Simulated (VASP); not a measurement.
Input of a VASP 6.6.1 run:

INCAR

```
PREC = Accurate ; ENCUT = 520
EDIFF = 1E-7 ; ISMEAR = -1
SIGMA = 0.02 ; LREAL = F
LASPH = T ; NELM = 100
ALGO = Normal ; ISIF = 2
LWAVE = F ; LCHARG = F
GGA = PE ; NBANDS = 10
```

File KPOINTS:

```
Automatic mesh
0
Gamma
  8 8 8
```

The input POSCAR:

```
I
1.0
    3.2946345028      0.0000000000      0.0000000000
    0.0000000000      3.2946345028      0.0000000000
    0.0000000000      0.0000000000      3.2946345028
I
1
Direct
    0.0000000000      0.0000000000      0.0000000000
```

Potentials or basis: VASP PAW PBE potentials, release 64 (I).

Command:

```console
$ cat potpaw_PBE.64/I/POTCAR > POTCAR
$ mpirun -np 1 vasp_std > vasp.out
```

Predict the band gap on the k mesh.

zero (an odd number of electrons rules out a gap without spin polarisation).

Predict the pressure.

5.0 GPa.

Caveat: the cell stands under pressure; spin-orbit coupling is left out, which moves the levels of the heavy elements; an odd number of electrons without spin polarisation forces a metal; a magnetic or distorted state may lie lower.
